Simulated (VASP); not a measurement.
**BaTiO3: single point with PBE**

BaTiO3:

```
CELL_PARAMETERS angstrom
4.04588 0.00000 0.00000
0.00000 4.04588 0.00000
0.00000 0.00000 4.04588
ATOMIC_POSITIONS crystal
Ba 0.50000 0.50000 0.50000
Ti 0.00000 0.00000 0.00000
O 0.50000 0.00000 0.00000
O 0.00000 0.50000 0.00000
O 0.00000 0.00000 0.50000
```

| Item | Value |
| --- | --- |
| Program | VASP 6.6.1 |
| Task | single point |
| Functional | PBE |
| Potentials or basis | VASP PAW PBE potentials, release 64 (Ba_sv, Ti_sv, O_h) |
| Cutoff | 1340 eV |
| k mesh | 6 × 6 × 6 |
| Occupations | gaussian, width 0.05 eV |
| Spin | no spin polarisation |
| Dipole correction | no |
| Further INCAR settings | ALGO = Normal; EDIFF = 1e-06; NBANDS = 28 |

- Pressure: -1.6 GPa
- Band gap on the k mesh: 1.68 eV (least direct gap 1.85 eV)

Levels at points of the mesh, in eV from the valence-band top:
```csv
k point,band 18,band 19,band 20,band 21,band 22,band 23
"(0.00, 0.00, 0.00)",-0.17,-0.17,-0.17,1.68,1.68,1.68
"(0.50, 0.00, 0.00)",-1.79,-0.71,-0.71,1.83,3.33,3.33
"(0.50, 0.50, 0.00)",-0.89,-0.89,-0.09,3.33,3.33,3.73
"(0.50, 0.50, 0.50)",0.00,0.00,0.00,3.96,3.96,3.96
```

Run time: 2.3 min on 1 thread of Intel(R) Xeon(R) Platinum 8259CL CPU @ 2.50GHz (Skylake/Cascade Lake), on a shared host, peak memory 0.42 GiB.

Caveat: spin-orbit coupling is left out, which moves the levels of the heavy elements. PBE gaps usually lie below the measured ones, often by a third to a half.
